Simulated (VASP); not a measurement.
# TaN (Fm-3m) in VASP: a series of runs

Runs on TaN. Level: r2SCAN+U. Tasks: relaxation of cell and atoms.

All numbers are computed with VASP 6.6.1; they aren't measurements. Logs are shortened: lines on timing, memory, paths and dates and some standing lists are left out, and cuts for length are marked.

**1. The cell of the first run**

Symmetry: Fm-3m, No. 225, cubic system. The conventional cell has a = 4.358 Å, b = 4.358 Å, c = 4.358 Å, α = 90.00°, β = 90.00°, γ = 90.00°. Within 2.9 Å of Ta (site symmetry m-3m) lie 6 N at 2.18 Å. Within 2.9 Å of N (site symmetry m-3m) lie 6 Ta at 2.18 Å.

**2. Relaxation of cell and atoms, r2SCAN+U**

POSCAR reads:

```
TaN
1.0
    0.0000000000      2.1790013100      2.1790013100
    2.1790013100      0.0000000000      2.1790013100
    2.1790013100      2.1790013100      0.0000000000
Ta N
1 1
Direct
    0.5000000000      0.5000000000      0.5000000000
    0.0000000000      0.0000000000      0.0000000000
```

INCAR.step1 reads:

```
SYSTEM = TaN
PREC = Accurate
ENCUT = 600
ISMEAR = -1
SIGMA = 0.05
LREAL = .FALSE.
LASPH = .TRUE.
NELM = 150
LMAXMIX = 4
LDAU = .TRUE.
LDAUTYPE = 2
LDAUL = 2 -1
LDAUU = 4 0
LDAUJ = 0 0
GGA = PE
ALGO = Normal
EDIFF = 1E-4
LWAVE = .TRUE.
LCHARG = .FALSE.
```

INCAR.step2 reads:

```
SYSTEM = TaN
PREC = Accurate
ENCUT = 600
EDIFF = 1E-6
ISMEAR = -1
SIGMA = 0.05
LREAL = .FALSE.
LASPH = .TRUE.
NELM = 150
ALGO = Normal
ISIF = 3
LWAVE = .FALSE.
LCHARG = .FALSE.
LMAXMIX = 4
LDAU = .TRUE.
LDAUTYPE = 2
LDAUL = 2 -1
LDAUU = 4 0
LDAUJ = 0 0
LDAUPRINT = 1
METAGGA = R2SCAN
LMIXTAU = .TRUE.
IBRION = 2
NSW = 60
EDIFFG = -0.01
ISTART = 1
```

KPOINTS reads:

```
Automatic mesh
0
G
  10 10 10
  0 0 0
```

Potentials or basis: VASP PAW PBE potentials, release 64 (Ta_pv, N).

Command:

```console
$ cat potpaw_PBE.64/Ta_pv/POTCAR potpaw_PBE.64/N/POTCAR > POTCAR
$ cp INCAR.step1 INCAR
$ mpirun -np 1 vasp_std > vasp.out
$ cp INCAR.step2 INCAR
$ mpirun -np 1 vasp_std > vasp.out
```

OUTCAR:

```text
SYSTEM = TaN
   PREC = Accurate
   ENCUT = 600
   EDIFF = 1E-6
   ISMEAR = -1
   LREAL = .FALSE.
   LASPH = .TRUE.
   NELM = 150
   ISIF = 3
   METAGGA = R2SCAN
   IBRION = 2
   NSW = 60
   EDIFFG = -0.01
   ISTART = 1

 ion  position               nearest neighbor table
   1  0.500  0.500  0.500-   2 2.18   2 2.18   2 2.18   2 2.18   2 2.18   2 2.18
   2  0.000  0.000  0.000-   1 2.18   1 2.18   1 2.18   1 2.18   1 2.18   1 2.18

  LATTYP: Found a face centered cubic cell.
 ALAT       =     4.3580026200

  Lattice vectors:

 A1 = (   0.0000000000,   2.1790013100,   2.1790013100)
 A2 = (   2.1790013100,   0.0000000000,   2.1790013100)
 A3 = (   2.1790013100,   2.1790013100,   0.0000000000)

Analysis of symmetry for initial positions (statically):
=====================================================================
 Subroutine PRICEL returns:
 Original cell was already a primitive cell.

 Routine SETGRP: Setting up the symmetry group for a
 face centered cubic supercell.

 Subroutine GETGRP returns: Found 48 space group operations
 (whereof 48 operations were pure point group operations)
 out of a pool of 48 trial point group operations.

The static configuration has the point symmetry O_h .

Analysis of symmetry for dynamics (positions and initial velocities):
=====================================================================
 Subroutine PRICEL returns:
 Original cell was already a primitive cell.

 Routine SETGRP: Setting up the symmetry group for a
 face centered cubic supercell.

 Subroutine GETGRP returns: Found 48 space group operations
 (whereof 48 operations were pure point group operations)
 out of a pool of 48 trial point group operations.

The dynamic configuration has the point symmetry O_h .

 Subroutine INISYM returns: Found 48 space group operations
 (whereof 48 operations are pure point group operations),
 and found     1 'primitive' translations

----------------------------------------------------------------------------------------

                                     Primitive cell

  volume of cell :      20.6920

  direct lattice vectors                    reciprocal lattice vectors
     0.000000000  2.179001310  2.179001310    -0.229462918  0.229462918  0.229462918
     2.179001310  0.000000000  2.179001310     0.229462918 -0.229462918  0.229462918
     2.179001310  2.179001310  0.000000000     0.229462918  0.229462918 -0.229462918

  length of vectors
     3.081573205  3.081573205  3.081573205     0.397441433  0.397441433  0.397441433

  position of ions in fractional coordinates (direct lattice)
     0.500000000  0.500000000  0.500000000
     0.000000000  0.000000000  0.000000000

  ion indices of the primitive-cell ions
   primitive index   ion index
                 1           1
                 2           2

----------------------------------------------------------------------------------------

 KPOINTS: Automatic mesh

Automatic generation of k-mesh.
 Grid dimensions read from file:
 generate k-points for:   10   10   10

 Generating k-lattice:

  Cartesian coordinates                     Fractional coordinates (reciprocal lattice)
    -0.022946292  0.022946292  0.022946292     0.100000000  0.000000000  0.000000000
     0.022946292 -0.022946292  0.022946292     0.000000000  0.100000000  0.000000000
     0.022946292  0.022946292 -0.022946292     0.000000000  0.000000000  0.100000000

  Length of vectors
     0.039744143  0.039744143  0.039744143

  Shift w.r.t. Gamma in fractional coordinates (k-lattice)
     0.000000000  0.000000000  0.000000000

 Subroutine IBZKPT returns following result:
 ===========================================

 Found     47 irreducible k-points:

 Following reciprocal coordinates:
            Coordinates               Weight
  0.000000  0.000000  0.000000      1.000000
  0.100000  0.000000  0.000000      8.000000
  0.200000  0.000000  0.000000      8.000000
  0.300000  0.000000  0.000000      8.000000
  0.400000  0.000000  0.000000      8.000000
  0.500000  0.000000  0.000000      4.000000
[... 16 lines left out ...]
  0.300000  0.300000  0.000000      6.000000
  0.400000  0.300000  0.000000     24.000000
 [... further k-points ...]
   k-points           NKPTS =     47   k-points in BZ     NKDIM =     47   number of bands    NBANDS=     12
   number of dos      NEDOS =    301   number of ions     NIONS =      2
   total plane-waves  NPLWV =  21952
   dimension x,y,z NGX =    28 NGY =   28 NGZ =   28
   dimension x,y,z NGXF=    56 NGYF=   56 NGZF=   56
   ions per type =               1   1
   NGX,Y,Z   is equivalent  to a cutoff of  15.11, 15.11, 15.11 a.u.
   NGXF,Y,Z  is equivalent  to a cutoff of  30.21, 30.21, 30.21 a.u.
 SYSTEM =  TaN
   PREC   = accura    normal or accurate (medium, high low for compatibility)
   ISTART =      1    job   : 0-new  1-cont  2-samecut
   ICHARG =      0    charge: 1-file 2-atom 10-const
   ISPIN  =      1    spin polarized calculation?
   LNONCOLLINEAR =      F non collinear calculations
   LSORBIT =      F    spin-orbit coupling
   LASPH  =      T    aspherical Exc in radial PAW
   ENCUT  =  600.0 eV  44.10 Ry    6.64 a.u.   6.15  6.15  6.15*2*pi/ulx,y,z
   NELM   =    150;   NELMIN=  2; NELMDL=  0     # of ELM steps
   EDIFF  = 0.1E-05   stopping-criterion for ELM
   LREAL  =      F    real-space projection
   EDIFFG = -.1E-01   stopping-criterion for IOM
   NSW    =     60    number of steps for IOM
   IBRION =      2    ionic relax: 0-MD 1-quasi-New 2-CG
   NFREE  =      1    steps in history (QN), initial steepest desc. (CG)
   ISIF   =      3    stress and relaxation
   ISYM   =      2    0-nonsym 1-usesym 2-fastsym
   POTIM  = 0.5000    time-step for ionic-motion
   TEBEG  =    0.0;   TEEND  =   0.0 temperature during run
   PSTRESS=    0.0 pullay stress
   NELECT =      16.0000    total number of electrons
   NUPDOWN=      -1.0000    fix difference up-down
   EMIN   =  10.00;   EMAX   =-10.00  energy-range for DOS
   EFERMI =   0.00;   METHOD = LEGACY
   ISMEAR =    -1;   SIGMA  =   0.05  broadening in eV -4-tet -1-fermi 0-gaus
   EFERMI_NEDOS =   21; number of points for ismear=-14 and -15
   IALGO  =     38    algorithm
   IMIX   =      4    mixing-type and parameters
     AMIX     =   0.40;   BMIX     =  1.00
     AMIX_MAG =   1.60;   BMIX_MAG =  1.00
  volume/ion in A,a.u.               =      10.35        69.82
  Fermi-wavevector in a.u.,A,eV,Ry     =   1.502614  2.839528 30.719885  2.257848
  Thomas-Fermi vector in A             =   2.613831
   LORBIT       =      0    0 simple, 1 ext, 2 COOP (PROOUT), +10 PAW based schemes
 LDA+U is selected, type is set to LDAUTYPE =  2
   angular momentum for each species LDAUL =     2   -1
   U (eV)           for each species LDAUU =   4.0  0.0
   J (eV)           for each species LDAUJ =   0.0  0.0
   METAGGA = R2SCAN    functional components
   LHFCALC =     F    Hartree Fock is set to
   AEXX    =    0.0000 exact exchange contribution
   IVDW    =     0    specifies the selected vdW correction
   LEPSILON=     F    determine dielectric tensor
   LRPA    =     F    only Hartree local field effects (RPA)
 conjugate gradient relaxation of ions
 non-spin polarized calculation
  energy-cutoff  :      600.00
  volume of cell :       20.69
 maximum number of plane-waves:       701
 NGX is ok and might be reduce to    28
   NGX = 13   NGY = 13   NGZ = 13

--------------------------------------- Ionic step        1  -------------------------------------------

 number of electron      16.0000001 magnetization

 Free energy of the ion-electron system (eV)
  ---------------------------------------------------
  ext. energy  EPLUGINS =         0.00000000
  ---------------------------------------------------
  free energy    TOTEN  =       -55.91280560 eV

  energy without entropy =      -55.90873077  energy(sigma->0) =      -55.91076818

 E-fermi :  10.4392     XC(G=0): -14.6646

 val. band max:       10.2883878386   @ k =  -0.3000   0.4000   0.2000
 cond. band min:      10.4760363084   @ k =  -0.3000   0.3000   0.1000
 fundamental gap:      0.1876484698
 Fermi energy:        10.4391994699

 k-point     1 :       0.0000    0.0000    0.0000
  band No.  band energies     occupation
      1     -27.5070      2.00000
      2     -27.5070      2.00000
      3     -27.5070      2.00000
      4     -10.1514      2.00000
      5       5.9409      2.00000
      6       5.9409      2.00000
      7       5.9409      2.00000
      8       8.2577      2.00000
      9       8.2577      2.00000
     10       8.2577      2.00000
     11      10.9401      0.00009
     12      12.0051      0.00000
[... 446 lines left out ...]
  FREE ENERGIE OF THE ION-ELECTRON SYSTEM (eV)
  ---------------------------------------------------
  free  energy   TOTEN  =       -56.0162297359 eV

  energy  without entropy=      -56.0118043415  energy(sigma->0) =      -56.01401704

atom =   1  type =  1  l = 2

 onsite density matrix

spin component  1

  0.2608  0.0000 -0.0000  0.0000  0.0000
  0.0000  0.2608  0.0000 -0.0000  0.0000
 -0.0000  0.0000  0.1844  0.0000  0.0000
  0.0000 -0.0000  0.0000  0.2608  0.0000
  0.0000  0.0000  0.0000  0.0000  0.1844

spin component  2

  0.2608  0.0000 -0.0000  0.0000  0.0000
  0.0000  0.2608  0.0000 -0.0000  0.0000
 -0.0000  0.0000  0.1844  0.0000  0.0000
  0.0000 -0.0000  0.0000  0.2608  0.0000
  0.0000  0.0000  0.0000  0.0000  0.1844

 occupancies and eigenvectors

  o =  0.1844  v = -0.0000 -0.0000 -0.0015  0.0000  1.0000  0.0000  0.0000  0.0000  0.0000  0.0000      0.0000  0.0000  0.0000  0.0000  0.0000  0.0000  0.0000  0.0000  0.0000  0.0000
  o =  0.1844  v =  0.0000  0.0000  0.0000  0.0000  0.0000 -0.0000 -0.0000 -0.0015  0.0000  1.0000      0.0000  0.0000  0.0000  0.0000  0.0000  0.0000  0.0000  0.0000  0.0000  0.0000
  o =  0.1844  v =  0.0000  0.0000  0.0000  0.0000  0.0000  0.0000  0.0000  1.0000  0.0000  0.0015      0.0000  0.0000  0.0000  0.0000  0.0000  0.0000  0.0000  0.0000  0.0000  0.0000
  o =  0.1844  v =  0.0000  0.0000  1.0000  0.0000  0.0015  0.0000  0.0000  0.0000  0.0000  0.0000      0.0000  0.0000  0.0000  0.0000  0.0000  0.0000  0.0000  0.0000  0.0000  0.0000
  o =  0.2608  v =  0.9999 -0.0048 -0.0000 -0.0091  0.0000  0.0000  0.0000  0.0000  0.0000  0.0000      0.0000  0.0000  0.0000  0.0000  0.0000  0.0000  0.0000  0.0000  0.0000  0.0000
  o =  0.2608  v =  0.0000  0.0000  0.0000  0.0000  0.0000  0.9999 -0.0048 -0.0000 -0.0091  0.0000      0.0000  0.0000  0.0000  0.0000  0.0000  0.0000  0.0000  0.0000  0.0000  0.0000
  o =  0.2608  v = -0.0083  0.1491  0.0000 -0.9888  0.0000  0.0000  0.0000  0.0000  0.0000  0.0000      0.0000  0.0000  0.0000  0.0000  0.0000  0.0000  0.0000  0.0000  0.0000  0.0000
  o =  0.2608  v =  0.0000  0.0000  0.0000  0.0000  0.0000 -0.0083  0.1491  0.0000 -0.9888  0.0000      0.0000  0.0000  0.0000  0.0000  0.0000  0.0000  0.0000  0.0000  0.0000  0.0000
  o =  0.2608  v =  0.0061  0.9888 -0.0000  0.1490  0.0000  0.0000  0.0000  0.0000  0.0000  0.0000      0.0000  0.0000  0.0000  0.0000  0.0000  0.0000  0.0000  0.0000  0.0000  0.0000
  o =  0.2608  v =  0.0000  0.0000  0.0000  0.0000  0.0000  0.0061  0.9888 -0.0000  0.1490  0.0000      0.0000  0.0000  0.0000  0.0000  0.0000  0.0000  0.0000  0.0000  0.0000  0.0000

--------------------------------------- Ionic step        4  -------------------------------------------

 number of electron      15.9999999 magnetization

 Free energy of the ion-electron system (eV)
  ---------------------------------------------------
  ext. energy  EPLUGINS =         0.00000000
  ---------------------------------------------------
  free energy    TOTEN  =       -56.01656479 eV

  energy without entropy =      -56.01215955  energy(sigma->0) =      -56.01436217

 E-fermi :   9.6919     XC(G=0): -14.2456

 val. band max:        9.5510562951   @ k =  -0.3000   0.4000   0.2000
 cond. band min:       9.7272662753   @ k =  -0.3000   0.3000   0.1000
 fundamental gap:      0.1762099802
 Fermi energy:         9.6918638031

 k-point     1 :       0.0000    0.0000    0.0000
  band No.  band energies     occupation
      1     -28.4225      2.00000
      2     -28.4225      2.00000
      3     -28.4225      2.00000
      4     -10.3316      2.00000
      5       5.3986      2.00000
      6       5.3986      2.00000
      7       5.3986      2.00000
      8       7.6818      2.00000
      9       7.6818      2.00000
     10       7.6818      2.00000
     11      10.2026      0.00007
     12      10.6670      0.00000
[... 374 lines left out ...]
  FREE ENERGIE OF THE ION-ELECTRON SYSTEM (eV)
  ---------------------------------------------------
  free  energy   TOTEN  =       -56.0165647913 eV

  energy  without entropy=      -56.0121595537  energy(sigma->0) =      -56.01436217

 reached required accuracy - stopping structural energy minimisation
```

Run time: 4.9 min. Hardware: 1 thread of Intel Xeon 8259CL, shared host; peak memory 0.18 GiB.

What came out:

| Quantity | Value |
| --- | --- |
| Free energy | -56.0166 eV |
| Relaxed volume | 11.06 Å³/atom |
| Relaxed cell | a = 3.150 Å, b = 3.150 Å, c = 3.150 Å, α = 60.00°, β = 60.00°, γ = 60.00° |
| Space group after relaxing (to 0.1 Å) | Fm-3m (No. 225) |
| Energy gained by relaxing | 51.9 meV/atom |
| Ionic steps | 4 |
| Pressure after relaxing | -0.1 GPa |
| Band gap on the k mesh | zero (bands 8 and 9 overlap by 3.93 eV) |

The path:
| step | energy change (eV) | largest force (eV/Å) | pressure (GPa) | volume (Å³) |
| --- | --- | --- | --- | --- |
| 1 | 0.0000 | 0.0000 | 25.01 | 20.69 |
| 2 | 0.4036 | 0.0000 | -36.92 | 25.92 |
| 3 | -0.1034 | 0.0000 | -1.25 | 22.19 |
| 4 | -0.1038 | 0.0000 | -0.12 | 22.11 |

Final structure:
```cif
data_structure
_symmetry_space_group_name_H-M 'P 1'
_symmetry_Int_Tables_number 1
_cell_length_a 3.1504
_cell_length_b 3.1504
_cell_length_c 3.1504
_cell_angle_alpha 60.000
_cell_angle_beta 60.000
_cell_angle_gamma 60.000
_cell_volume 22.11
loop_
_atom_site_label
_atom_site_type_symbol
_atom_site_fract_x
_atom_site_fract_y
_atom_site_fract_z
_atom_site_occupancy
Ta1 Ta 0.50000 0.50000 0.50000 1
N1 N 0.00000 0.00000 0.00000 1
```

Eigenvalues of the final occupation matrices:
| site | spin | trace | eigenvalues |
| --- | --- | --- | --- |
| site 1 d | 1 | 1.15 | 0.18 0.18 0.26 0.26 0.26 |
| site 1 d | 2 | 1.15 | 0.18 0.18 0.26 0.26 0.26 |

Caveat: the PAW data sets were made with another functional, which shifts forces and pressure a little; spin-orbit coupling is left out, which moves the levels of the heavy elements; U without spin polarisation on a metal has little footing. Zero-point motion and thermal expansion aren't in these numbers.

**3. Relaxation of cell and atoms, r2SCAN+U**

POSCAR is that of step 2.

INCAR.step1 reads:

```
SYSTEM = TaN
  PREC = Accurate
  ENCUT = 600
  ISMEAR = -1
  SIGMA = 0.05
  LREAL = .False.
  LASPH = .True.
  NELM = 150
  LMAXMIX = 4
  LDAU = .True.
  LDAUTYPE = 2
  LDAUL = 2 -1
  LDAUU = 5 0
  LDAUJ = 0 0
  GGA = PE
  ALGO = Normal
  EDIFF = 1E-4
  LWAVE = .True.
  LCHARG = .False.
```

INCAR.step2 reads:

```
SYSTEM = TaN
  PREC = Accurate
  ENCUT = 600
  EDIFF = 1E-6
  ISMEAR = -1
  SIGMA = 0.05
  LREAL = .False.
  LASPH = .True.
  NELM = 150
  ALGO = Normal
  ISIF = 3
  LWAVE = .False.
  LCHARG = .False.
  LMAXMIX = 4
  LDAU = .True.
  LDAUTYPE = 2
  LDAUL = 2 -1
  LDAUU = 5 0
  LDAUJ = 0 0
  LDAUPRINT = 1
  METAGGA = R2SCAN
  LMIXTAU = .True.
  IBRION = 2
  NSW = 60
  EDIFFG = -0.01
  ISTART = 1
```

KPOINTS reads:

```
regular mesh
0
Gamma
  10 10 10
  0 0 0
```

Potentials or basis: VASP PAW PBE potentials, release 64 (Ta_pv, N).

Command:

```console
$ cat potpaw_PBE.64/Ta_pv/POTCAR potpaw_PBE.64/N/POTCAR > POTCAR
$ cp INCAR.step1 INCAR
$ mpirun -np 1 vasp_std > vasp.out
$ cp INCAR.step2 INCAR
$ mpirun -np 1 vasp_std > vasp.out
```

It took 9.9 min on 1 thread of Intel Xeon 8259CL, shared host; peak memory 0.19 GiB.

It converged, with:

| Quantity | Value |
| --- | --- |
| Free energy | -55.1444 eV |
| Relaxed volume | 11.15 Å³/atom |
| Relaxed cell | a = 3.159 Å, b = 3.159 Å, c = 3.159 Å, α = 60.00°, β = 60.00°, γ = 60.00° |
| Space group after relaxing (to 0.1 Å) | Fm-3m (No. 225) |
| Energy gained by relaxing | 67.1 meV/atom |
| Ionic steps | 16 |
| Pressure after relaxing | 0.1 GPa |
| Band gap on the k mesh | zero (bands 8 and 9 overlap by 3.86 eV) |

Step by step:
```tsv
step	energy change (eV)	largest force (eV/Å)	pressure (GPa)	volume (Å³)
1	0.0000	0.0000	28.52	20.69
2	0.5028	0.0000	-39.24	26.71
3	-0.1336	0.0000	-1.56	22.41
4	-0.1341	0.0000	-0.15	22.31
5	-0.1341	0.0000	0.33	22.28
6	-0.1341	0.0000	0.33	22.28
7	-0.1341	0.0000	0.34	22.28
8	-0.1341	0.0000	0.29	22.28
9	-0.1341	0.0000	0.28	22.28
10	-0.1341	0.0000	0.28	22.28
11	-0.1341	0.0000	0.28	22.28
12	-0.1341	0.0000	0.28	22.28
13	-0.1341	0.0000	0.28	22.29
14	-0.1341	0.0000	0.27	22.29
15	-0.1341	0.0000	0.21	22.29
16	-0.1341	0.0000	0.13	22.30
```

Final structure:
```cif
data_structure
_symmetry_space_group_name_H-M 'P 1'
_symmetry_Int_Tables_number 1
_cell_length_a 3.1592
_cell_length_b 3.1592
_cell_length_c 3.1592
_cell_angle_alpha 60.000
_cell_angle_beta 60.000
_cell_angle_gamma 60.000
_cell_volume 22.30
loop_
_atom_site_label
_atom_site_type_symbol
_atom_site_fract_x
_atom_site_fract_y
_atom_site_fract_z
_atom_site_occupancy
Ta1 Ta 0.50000 0.50000 0.50000 1
N1 N 0.00000 0.00000 0.00000 1
```

Levels at points of the mesh, in eV from the Fermi level:
```
           k point  band 6  band 7  band 8  band 9  band 10  band 11
(0.00, 0.00, 0.00)   -4.33   -4.33   -1.97   -1.97    -1.97     0.63
(0.50, 0.00, 0.00)   -7.63   -7.63    1.90    1.93     1.93     3.22
(0.50, 0.50, 0.00)   -5.35   -5.26   -5.26    2.63     3.48     3.48
```

Eigenvalues of the final occupation matrices:
| site | spin | trace | eigenvalues |
| --- | --- | --- | --- |
| site 1 d | 1 | 1.13 | 0.18 0.18 0.26 0.26 0.26 |
| site 1 d | 2 | 1.13 | 0.18 0.18 0.26 0.26 0.26 |

Caveat: the PAW data sets were made with another functional, which shifts forces and pressure a little; spin-orbit coupling is left out, which moves the levels of the heavy elements; U without spin polarisation on a metal has little footing. Zero-point motion and thermal expansion aren't in these numbers.

[end of part 1 of 3]
